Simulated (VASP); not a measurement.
# TiSi2 in VASP: settings compared

Aim: see how the results for TiSi2 move with the level of theory and the settings. Levels: BLYP, r2SCAN, PBE. Tasks: single point.

Program: VASP 6.6.1. These are calculated values, not measurements. Logs are shortened: lines on timing, memory, paths and dates and some standing lists are left out, and cuts for length are marked.

## 1. The cell of the first run

Symmetry: Immm, No. 71, orthorhombic system. The conventional cell has a = 3.024 Å, b = 3.490 Å, c = 8.537 Å, α = 90.00°, β = 90.00°, γ = 90.00°. Ti (site symmetry mmm) has 10 Si at 2.72 to 2.83 Å and 4 Ti at 3.02 to 3.49 Å within 3.6 Å. Within 3.6 Å of Si (site symmetry mm2) lie 9 Si at 2.70 to 3.49 Å and 5 Ti at 2.72 to 2.83 Å.

## 2. Single point, BLYP

Contents of INCAR:

```
PREC = Accurate
ENCUT = 520
EDIFF = 1E-6
ISMEAR = -1
SIGMA = 0.05
LREAL = F
LASPH = T
NELM = 60
ALGO = Normal
ISIF = 2
LWAVE = F
LCHARG = F
GGA = B5
ALDAX = 1.0
AGGAX = 1.0
AGGAC = 1.0
ALDAC = 0.0
NBANDS = 17
```

Contents of KPOINTS:

```
regular mesh
0
Gamma
  12 12 12
```

Contents of POSCAR:

```
TiSi2
1.0
   -1.5120776313      1.7451369062      4.2683275994
    1.5120776313     -1.7451369062      4.2683275994
    1.5120776313      1.7451369062     -4.2683275994
Ti Si
1 2
Direct
    0.0000000000      0.0000000000      0.0000000000
    0.6681403335      0.6681403335      0.0000000000
    0.3318596665      0.3318596665      0.0000000000
```

Potentials or basis: VASP PAW PBE potentials, release 64 (Ti_sv, Si).

The run is started by

```console
$ cat potpaw_PBE.64/Ti_sv/POTCAR potpaw_PBE.64/Si/POTCAR > POTCAR
$ mpirun -np 1 vasp_std > vasp.out
```

OUTCAR:

```text
PREC = Accurate
   ENCUT = 520
   EDIFF = 1E-6
   ISMEAR = -1
   LREAL = F
   LASPH = T
   NELM = 60
   ISIF = 2
   GGA = B5

 ion  position               nearest neighbor table
   1  0.000  0.000  0.000-   2 2.72   2 2.72   2 2.72   3 2.72   2 2.72   3 2.72   3 2.72   3 2.72
                             2 2.83   3 2.83
   2  0.668  0.668  0.000-   3 2.70   3 2.70   3 2.70   3 2.70   1 2.72   1 2.72   1 2.72   1 2.72
                             1 2.83   3 2.87
   3  0.332  0.332  0.000-   2 2.70   2 2.70   2 2.70   2 2.70   1 2.72   1 2.72   1 2.72   1 2.72
                             1 2.83   2 2.87

  LATTYP: Found a body centered orthorhombic cell.
 ALAT       =     3.0241552626
 B/A-ratio  =     1.1541318184
 C/A-ratio  =     2.8228230555

  Lattice vectors:

 A1 = (  -1.5120776313,   1.7451369062,   4.2683275994)
 A2 = (   1.5120776313,  -1.7451369062,   4.2683275994)
 A3 = (   1.5120776313,   1.7451369062,  -4.2683275994)

Analysis of symmetry for initial positions (statically):
=====================================================================
 Subroutine PRICEL returns:
 Original cell was already a primitive cell.

 Routine SETGRP: Setting up the symmetry group for a
 body centered orthorhombic supercell.

 Subroutine GETGRP returns: Found  8 space group operations
 (whereof  8 operations were pure point group operations)
 out of a pool of  8 trial point group operations.

The static configuration has the point symmetry D_2h.

Analysis of symmetry for dynamics (positions and initial velocities):
=====================================================================
 Subroutine PRICEL returns:
 Original cell was already a primitive cell.

 Routine SETGRP: Setting up the symmetry group for a
 body centered orthorhombic supercell.

 Subroutine GETGRP returns: Found  8 space group operations
 (whereof  8 operations were pure point group operations)
 out of a pool of  8 trial point group operations.

The dynamic configuration has the point symmetry D_2h.

 Subroutine INISYM returns: Found  8 space group operations
 (whereof  8 operations are pure point group operations),
 and found     1 'primitive' translations

----------------------------------------------------------------------------------------

                                     Primitive cell

  volume of cell :      45.0528

  direct lattice vectors                    reciprocal lattice vectors
    -1.512077631  1.745136906  4.268327599     0.000000000  0.286510473  0.117141899
     1.512077631 -1.745136906  4.268327599     0.330670853  0.000000000  0.117141899
     1.512077631  1.745136906 -4.268327599     0.330670853  0.286510473  0.000000000

  length of vectors
     4.852885954  4.852885954  4.852885954     0.309532673  0.350806838  0.437528815

  position of ions in fractional coordinates (direct lattice)
     0.000000000  0.000000000  0.000000000
     0.668140333  0.668140333  0.000000000
     0.331859667  0.331859667  0.000000000

  ion indices of the primitive-cell ions
   primitive index   ion index
                 1           1
                 2           2
                 3           3

----------------------------------------------------------------------------------------

 KPOINTS: regular mesh

Automatic generation of k-mesh.
 Grid dimensions read from file:
 generate k-points for:   12   12   12

 Generating k-lattice:

  Cartesian coordinates                     Fractional coordinates (reciprocal lattice)
     0.000000000  0.023875873  0.009761825     0.083333333  0.000000000  0.000000000
     0.027555904  0.000000000  0.009761825     0.000000000  0.083333333  0.000000000
     0.027555904  0.023875873  0.000000000     0.000000000  0.000000000  0.083333333

  Length of vectors
     0.025794389  0.029233903  0.036460735

  Shift w.r.t. Gamma in fractional coordinates (k-lattice)
     0.000000000  0.000000000  0.000000000

 Subroutine IBZKPT returns following result:
 ===========================================

 Found    280 irreducible k-points:

 Following reciprocal coordinates:
            Coordinates               Weight
  0.000000  0.000000  0.000000      1.000000
  0.083333  0.000000  0.000000      4.000000
  0.166667  0.000000 -0.000000      4.000000
  0.250000  0.000000 -0.000000      4.000000
  0.333333  0.000000  0.000000      4.000000
  0.416667  0.000000 -0.000000      4.000000
[... 16 lines left out ...]
  0.250000  0.166667 -0.000000      8.000000
  0.333333  0.166667 -0.000000      8.000000
 [... further k-points ...]
   k-points           NKPTS =    280   k-points in BZ     NKDIM =    280   number of bands    NBANDS=     17
   number of dos      NEDOS =    301   number of ions     NIONS =      3
   total plane-waves  NPLWV =  46656
   dimension x,y,z NGX =    36 NGY =   36 NGZ =   36
   dimension x,y,z NGXF=    72 NGYF=   72 NGZF=   72
   ions per type =               1   2
   NGX,Y,Z   is equivalent  to a cutoff of  12.33, 12.33, 12.33 a.u.
   NGXF,Y,Z  is equivalent  to a cutoff of  24.67, 24.67, 24.67 a.u.
 SYSTEM =  unknown system
   PREC   = accura    normal or accurate (medium, high low for compatibility)
   ISTART =      0    job   : 0-new  1-cont  2-samecut
   ICHARG =      2    charge: 1-file 2-atom 10-const
   ISPIN  =      1    spin polarized calculation?
   LNONCOLLINEAR =      F non collinear calculations
   LSORBIT =      F    spin-orbit coupling
   LASPH  =      T    aspherical Exc in radial PAW
   ENCUT  =  520.0 eV  38.22 Ry    6.18 a.u.   9.02  9.02  9.02*2*pi/ulx,y,z
   NELM   =     60;   NELMIN=  2; NELMDL= -5     # of ELM steps
   EDIFF  = 0.1E-05   stopping-criterion for ELM
   LREAL  =      F    real-space projection
   EDIFFG = 0.1E-04   stopping-criterion for IOM
   NSW    =      0    number of steps for IOM
   IBRION =     -1    ionic relax: 0-MD 1-quasi-New 2-CG
   NFREE  =      0    steps in history (QN), initial steepest desc. (CG)
   ISIF   =      2    stress and relaxation
   ISYM   =      2    0-nonsym 1-usesym 2-fastsym
   POTIM  = 0.5000    time-step for ionic-motion
   TEBEG  =    0.0;   TEEND  =   0.0 temperature during run
   PSTRESS=    0.0 pullay stress
   NELECT =      20.0000    total number of electrons
   NUPDOWN=      -1.0000    fix difference up-down
   EMIN   =  10.00;   EMAX   =-10.00  energy-range for DOS
   EFERMI =   0.00;   METHOD = LEGACY
   ISMEAR =    -1;   SIGMA  =   0.05  broadening in eV -4-tet -1-fermi 0-gaus
   EFERMI_NEDOS =   21; number of points for ismear=-14 and -15
   IALGO  =     38    algorithm
   IMIX   =      4    mixing-type and parameters
     AMIX     =   0.40;   BMIX     =  1.00
     AMIX_MAG =   1.60;   BMIX_MAG =  1.00
  volume/ion in A,a.u.               =      15.02       101.34
  Fermi-wavevector in a.u.,A,eV,Ry     =   1.248852  2.359989 21.220080  1.559632
  Thomas-Fermi vector in A             =   2.382920
   LORBIT       =      0    0 simple, 1 ext, 2 COOP (PROOUT), +10 PAW based schemes
   GGA     = B5    functional components
   LHFCALC =     F    Hartree Fock is set to
   AEXX    =    0.0000 exact exchange contribution
   IVDW    =     0    specifies the selected vdW correction
   LEPSILON=     F    determine dielectric tensor
   LRPA    =     F    only Hartree local field effects (RPA)
 non-spin polarized calculation
  energy-cutoff  :      520.00
  volume of cell :       45.05
 maximum number of plane-waves:      1244
   NGX = 19   NGY = 19   NGZ = 19

 number of electron      20.0000001 magnetization

 Free energy of the ion-electron system (eV)
  ---------------------------------------------------
  ext. energy  EPLUGINS =         0.00000000
  ---------------------------------------------------
  free energy    TOTEN  =       -16.41281887 eV

  energy without entropy =      -16.40045932  energy(sigma->0) =      -16.40663910

 E-fermi :   9.7189     XC(G=0): -10.8241

 val. band max:        9.7082888522   @ k =  -0.4167   0.1667   0.0000
 cond. band min:       9.7222241686   @ k =   0.5000  -0.4167   0.4167
 fundamental gap:      0.0139353163
 Fermi energy:         9.7188509594

 k-point     1 :       0.0000    0.0000    0.0000
  band No.  band energies     occupation
      1     -46.5237      2.00000
      2     -22.9949      2.00000
      3     -22.9806      2.00000
      4     -22.7683      2.00000
      5      -2.3073      2.00000
      6       5.3142      2.00000
[... 9 lines left out ...]
     16      14.7477      0.00000
     17      15.5339      0.00000

 k-point     2 :       0.0833    0.0000    0.0000
  band No.  band energies     occupation
      1     -46.5233      2.00000
      2     -22.9946      2.00000
      3     -22.9855      2.00000
      4     -22.7679      2.00000
      5      -2.2111      2.00000
      6       4.9228      2.00000
[... 9 lines left out ...]
     16      14.6539      0.00000
     17      15.6009      0.00000

 k-point     3 :       0.1667    0.0000   -0.0000
  band No.  band energies     occupation
      1     -46.5225      2.00000
      2     -22.9990      2.00000
      3     -22.9935      2.00000
      4     -22.7670      2.00000
      5      -1.9257      2.00000
      6       4.3546      2.00000
[... 9 lines left out ...]
     16      15.3625      0.00000
     17      16.0198      0.00000

 k-point     4 :       0.2500    0.0000   -0.0000
  band No.  band energies     occupation
      1     -46.5213      2.00000
      2     -23.0172      2.00000
      3     -22.9921      2.00000
      4     -22.7657      2.00000
      5      -1.4607      2.00000
      6       3.6418      2.00000
[... 9 lines left out ...]
     16      16.2044      0.00000
     17      16.8979      0.00000

 k-point     5 :       0.3333    0.0000    0.0000
  band No.  band energies     occupation
      1     -46.5201      2.00000
      2     -23.0354      2.00000
      3     -22.9907      2.00000
      4     -22.7643      2.00000
      5      -0.8329      2.00000
      6       2.7671      2.00000
[... 9 lines left out ...]
     16      16.7223      0.00000
     17      16.7943      0.00000

 k-point     6 :       0.4167    0.0000   -0.0000
  band No.  band energies     occupation
      1     -46.5192      2.00000
      2     -23.0487      2.00000
      3     -22.9896      2.00000
      4     -22.7634      2.00000
      5      -0.0701      2.00000
      6       1.8162      2.00000
[... 9 lines left out ...]
     16      16.2995      0.00000
     17      16.8155      0.00000

 k-point     7 :       0.5000    0.0000   -0.0000
  band No.  band energies     occupation
      1     -46.5189      2.00000
      2     -23.0535      2.00000
      3     -22.9892      2.00000
      4     -22.7630      2.00000
      5       0.6328      2.00000
      6       1.0440      2.00000
[... 9 lines left out ...]
     16      16.0204      0.00000
     17      16.2520      0.00000

 k-point     8 :       0.0000    0.0833   -0.0000
  band No.  band energies     occupation
      1     -46.5219      2.00000
      2     -22.9930      2.00000
      3     -22.9787      2.00000
      4     -22.7860      2.00000
      5      -2.1825      2.00000
      6       5.0094      2.00000
[... 9 lines left out ...]
     16      13.9331      0.00000
     17      15.0160      0.00000
[... 203 lines left out ...]
      1     -46.5216      2.00000
      2     -22.9924      2.00000
      3     -22.9836      2.00000
      4     -22.7856      2.00000
      5      -2.1120      2.00000
      6       5.4729      2.00000
[... 9 lines left out ...]
     16      14.2498      0.00000
     17      15.1359      0.00000

 k-point    20 :       0.0000    0.1667   -0.0000
  band No.  band energies     occupation
      1     -46.5170      2.00000
      2     -22.9879      2.00000
      3     -22.9735      2.00000
      4     -22.8342      2.00000
      5      -1.8115      2.00000
      6       4.7511      2.00000
[... 9 lines left out ...]
     16      14.2540      0.00000
     17      14.6147      0.00000

 k-point    21 :       0.0833    0.1667   -0.0000
  band No.  band energies     occupation
      1     -46.5167      2.00000
      2     -22.9879      2.00000
      3     -22.9783      2.00000
      4     -22.8337      2.00000
      5      -1.6703      2.00000
      6       4.3054      2.00000
[... 9 lines left out ...]
     16      14.5266      0.00000
     17      14.8860      0.00000

 k-point    22 :       0.1667    0.1667   -0.0000
  band No.  band energies     occupation
      1     -46.5158      2.00000
      2     -22.9914      2.00000
      3     -22.9869      2.00000
      4     -22.8324      2.00000
      5      -1.3493      2.00000
      6       3.8931      2.00000
[... 9 lines left out ...]
     16      14.8524      0.00000
     17      15.9070      0.00000

 k-point    23 :       0.2500    0.1667   -0.0000
  band No.  band energies     occupation
      1     -46.5146      2.00000
      2     -23.0091      2.00000
      3     -22.9855      2.00000
      4     -22.8307      2.00000
      5      -0.8610      2.00000
      6       3.4315      2.00000
[... 9 lines left out ...]
     16      14.8997      0.00000
     17      17.0714      0.00000

 k-point    24 :       0.3333    0.1667   -0.0000
  band No.  band energies     occupation
      1     -46.5135      2.00000
      2     -23.0267      2.00000
      3     -22.9839      2.00000
      4     -22.8290      2.00000
      5      -0.2241      2.00000
      6       2.7853      2.00000
[... 9 lines left out ...]
     16      14.4961      0.00000
     17      17.0687      0.00000

 [... further k-points ...]

------------------------ aborting loop because EDIFF is reached ----------------------------------------

  FORCE on cell =-STRESS in cart. coord.  units (eV):
  Direction    XX          YY          ZZ          XY          YZ          ZX
  --------------------------------------------------------------------------------------
  -------------------------------------------------------------------------------------
  Total        0.0941036      0.0872380      0.0939905     -0.0000000      0.0000000      0.0000000
  in kB        3.3465360      3.1023787      3.3425122     -0.0000000      0.0000000      0.0000000
  external PRESSURE =       3.2638090 kB  Pullay stress =       0.0000000 kB

 VOLUME and BASIS-vectors are now :
 -----------------------------------------------------------------------------
  energy-cutoff  :      520.00
  volume of cell :       45.05
      direct lattice vectors                 reciprocal lattice vectors
    -1.512077631  1.745136906  4.268327599     0.000000000  0.286510473  0.117141899
     1.512077631 -1.745136906  4.268327599     0.330670853  0.000000000  0.117141899
     1.512077631  1.745136906 -4.268327599     0.330670853  0.286510473  0.000000000

 POSITION                                       TOTAL-FORCE (eV/Angst)
 -----------------------------------------------------------------------------------
      0.00000      0.00000      0.00000        -0.000000     -0.000000     -0.000000
      0.00000      0.00000      5.70368        -0.000000      0.000000     -0.001016
      0.00000      0.00000      2.83297         0.000000     -0.000000      0.001016
 -----------------------------------------------------------------------------------
    total drift:                               -0.000000      0.000000      0.000000

  FREE ENERGIE OF THE ION-ELECTRON SYSTEM (eV)
  ---------------------------------------------------
  free  energy   TOTEN  =       -16.4128188694 eV

  energy  without entropy=      -16.4004593222  energy(sigma->0) =      -16.40663910
```

Run time: 4.2 min. Hardware: 1 thread of Intel Xeon Platinum 8488C (Sapphire Rapids), shared host; peak memory 0.36 GiB.

What came out:

```
Free energy            : -16.4128 eV
Pressure               : 0.3 GPa
Band gap on the k mesh : zero (bands 10 and 11 overlap by 2.10 eV)
```

Caveat: the PAW data sets were made with another functional, which shifts forces and pressure a little.

[end of part 1 of 2]
